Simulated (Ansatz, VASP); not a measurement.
# Mg: VASP beside Ansatz

```xyz
2
Lattice="3.2374 0.0000 0.0000 -1.6187 2.8036 0.0000 0.0000 0.0000 5.2562" Properties=species:S:1:pos:R:3 pbc="T T T"
Mg    0.0000    1.8691    1.3141
Mg    1.6187    0.9345    3.9422
```

Alike in both runs: task single point; functional PBE; k mesh 19 × 19 × 10; occupations fermi-dirac, width 0.1 eV; no spin polarisation.

|  | VASP | Ansatz |
| --- | --- | --- |
| version | VASP 6.6.1 | Ansatz 0.2.0 |
| potentials or method | VASP PAW PBE potentials, release 64 (Mg), cutoff 520 eV | plane waves (420 eV) with PAW, scalar-relativistic |
| valence electrons in the cell | 4 | 20 |

|  | VASP | Ansatz | Ansatz less VASP |
| --- | --- | --- | --- |
| pressure (GPa) | -1.4 | -1.2 | +0.12 |

VASP's potentials hold 4 valence electrons a cell and Ansatz's 20, so a difference there can come from the potentials and not from the codes.
